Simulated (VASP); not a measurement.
Runs of VASP 6.6.1 on WSe2. The structure is hexagonal, space group P-6m2 (No. 187). The conventional cell has a = 3.297 Å, b = 3.297 Å, c = 7.184 Å, α = 90.00°, β = 90.00°, γ = 120.00°. W (site symmetry -6m2) has 6 Se at 2.53 Å and 6 W at 3.30 Å within 3.3 Å. Se (site symmetry 3m) has 3 W at 2.53 Å and 6 Se at 3.30 Å within 3.3 Å. 

```csv
task,level,potentials or basis,k mesh,cutoff (eV),GW scheme,GW iterations,cutoff of the response function,frequency points,empty bands,gap on the mesh (eV),pressure (GPa),largest force (eV/Å)
single point,PBE,"VASP PAW PBE potentials, release 64 (W_sv, Se)",6 × 6 × 2,520,-,-,-,-,-,1.37,3.4,(a)
single point,PBE,"VASP PAW PBE potentials, release 64 (W_sv, Se)",6 × 6 × 4,520,-,-,-,-,-,1.37,3.3,(b)
single point,r2SCAN,"VASP PAW PBE potentials, release 64 (W_sv, Se)",6 × 6 × 2,520,-,-,-,-,-,1.49,1.5,(c)
single point,LDA,"VASP PAW LDA potentials, release 64 (W_sv, Se)",6 × 6 × 2,520,-,-,-,-,-,1.30,-3.0,0.24
```

Alike in all rows: no spin polarisation; cell a = 3.297, b = 3.297, c = 7.184 Å, angles 90.0, 90.0, 120.0°, 3 atoms; smearing gaussian 0.01 eV.

**Question.** Estimate the missing entries.

**Answer.** (a) 0.34; (b) 0.35; (c) 0.02.

Caveats: some runs use coarse meshes; spin-orbit coupling is left out, which moves the levels of the heavy elements; this functional lacks dispersion, which binds the layers, so the pressure and a relaxed spacing across them are unreliable (some runs); the PAW data sets were made with another functional, which shifts forces and pressure a little (some runs).

A k mesh can miss the band edges, and the runs leave out spin-orbit coupling on Se, W.
